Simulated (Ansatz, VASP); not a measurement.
## One calculation of BaS, two programs

File INCAR:

```
SYSTEM = BaS
PREC = Accurate
ENCUT = 520
EDIFF = 1E-8
ISMEAR = -1
SIGMA = 0.02
LREAL = .FALSE.
LASPH = .TRUE.
NELM = 80
ALGO = Normal
ISIF = 2
LWAVE = .FALSE.
LCHARG = .FALSE.
LEFG = .TRUE.
NBANDS = 15
```

KPOINTS

```
regular mesh
0
G
  8 8 8
  0 0 0
```

File POSCAR:

```
BaS
1.0
    0.0000000000      3.1937500000      3.1937500000
    3.1937500000      0.0000000000      3.1937500000
    3.1937500000      3.1937500000      0.0000000000
Ba S
1 1
Direct
    0.0000000000      0.0000000000      0.0000000000
    0.5000000000      0.5000000000      0.5000000000
```

Input for Ansatz:

```yaml
crystal:
  lattice:
    - [0.0, 3.19375, 3.19375]
    - [3.19375, 0.0, 3.19375]
    - [3.19375, 3.19375, 0.0]
  atoms:
    - { symbol: Ba, position: [0.0, 0.0, 0.0] }
    - { symbol: S, position: [0.5, 0.5, 0.5] }
kpoints:
  mp_grid: { grid: [8, 8, 8] }
  band_path:
    path:
      - [0.0, 0.0, 0.0]
      - [0.5, 0.0, 0.5]
      - [0.625, 0.25, 0.625]
      - [0.375, 0.375, 0.75]
      - [0.0, 0.0, 0.0]
      - [0.5, 0.5, 0.5]
      - [0.5, 0.25, 0.75]
      - [0.5, 0.0, 0.5]
    npoints: 5
scf:
  occupations: { method: fermi_dirac, width: 0.02 }
hamiltonian:
  xc: lda
  pseudopotentials: { kind: paw }
output:
  forces: true
  stress: true
  eigenvalues: true
  efg: { contact_densities: true }
```

Alike in both runs: task electric field gradients; functional LDA; k mesh 8 × 8 × 8; occupations fermi-dirac, width 0.02 eV; no spin polarisation.

|  | VASP | Ansatz |
| --- | --- | --- |
| version | VASP 6.6.1 | Ansatz 0.2.0 |
| potentials or method | VASP PAW LDA potentials, release 64 (Ba_sv, S) | PAW with Ansatz's default frozen-core files, scalar-relativistic |
| plane-wave cutoff (eV) | 520 | 420 |
| valence electrons in the cell | 16 | 16 |

```tsv
	VASP	Ansatz	Ansatz less VASP
gap on the k mesh at the Fermi level (eV)	1.90	2.01	+0.104
pressure (GPa)	-1.8	-2.5	-0.63
```

LDA's correlation is that of Perdew and Zunger in VASP and of Perdew and Wang (1992) in Ansatz.

Spin-orbit coupling is off throughout.
